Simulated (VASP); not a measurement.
Here is a VASP 6.6.1 calculation.

Contents of INCAR:

```
SYSTEM = SiC20
PREC = Accurate ; ENCUT = 520
EDIFF = 1E-7 ; ISMEAR = 0
SIGMA = 0.1 ; LREAL = Auto
LASPH = .TRUE. ; NELM = 100
ALGO = Normal ; ISIF = 2
LWAVE = .FALSE. ; LCHARG = .TRUE.
LDIPOL = .TRUE. ; IDIPOL = 3
DIPOL = 0.5 0.5 0.306 ; GGA = PE
IVDW = 12 ; LELF = .TRUE.
LVHAR = .TRUE. ; LVACPOTAV = .TRUE.
NBANDS = 58
```

KPOINTS

```
Automatic mesh
0
G
  6 4 1
  0 0 0
```

File POSCAR:

```
SiC20
1.0
    4.9300510483      0.0000000000      0.0000000000
   -1.2325127621      7.0736882673      0.0000000000
    0.0000000000      0.0000000000     22.1293523549
C Si
20 1
Direct
    0.3858166895      0.5432667578      0.1807554029
    0.8858166895      0.5432667578      0.1807554029
    0.2722014076      0.0888056305      0.2267404590
    0.7722014076      0.0888056305      0.2267404590
    0.4009962183      0.6039848731      0.2420688497
    0.9009962183      0.6039848731      0.2420688497
    0.0297911243      0.1191644973      0.2573972018
    0.5297911243      0.1191644973      0.2573972018
    0.1585861258      0.6343445031      0.2727255152
    0.6585861258      0.6343445031      0.2727255152
    0.0461074868      0.1844301691      0.3199090572
    0.5461074868      0.1844301691      0.3199090572
    0.1537589873      0.6150359018      0.3368154657
    0.6537589873      0.6150359018      0.3368154657
    0.3084764848      0.2339064522      0.3480645378
    0.8084764848      0.2339064522      0.3480645378
    0.3880568074      0.5522270554      0.3629961795
    0.8880568074      0.5522270554      0.3629961795
    0.3445502047      0.3782016492      0.3944694004
    0.8445502047      0.3782016492      0.3944694004
    0.7195502047      0.3782016492      0.5345548376
```

Potentials or basis: VASP PAW PBE potentials, release 64 (C, Si).

The run is started by

```bash
$ cat potpaw_PBE.64/C/POTCAR potpaw_PBE.64/Si/POTCAR > POTCAR
$ mpirun -np 1 vasp_std > vasp.out
```

(1) Predict the largest force.

(2) Estimate the dispersion energy per atom.

(3) Predict the band gap on the k mesh.

## Answers

(1) 2.488 eV/Å.

(2) -0.112 eV.

(3) zero (bands 42 and 43 overlap by 0.06 eV).
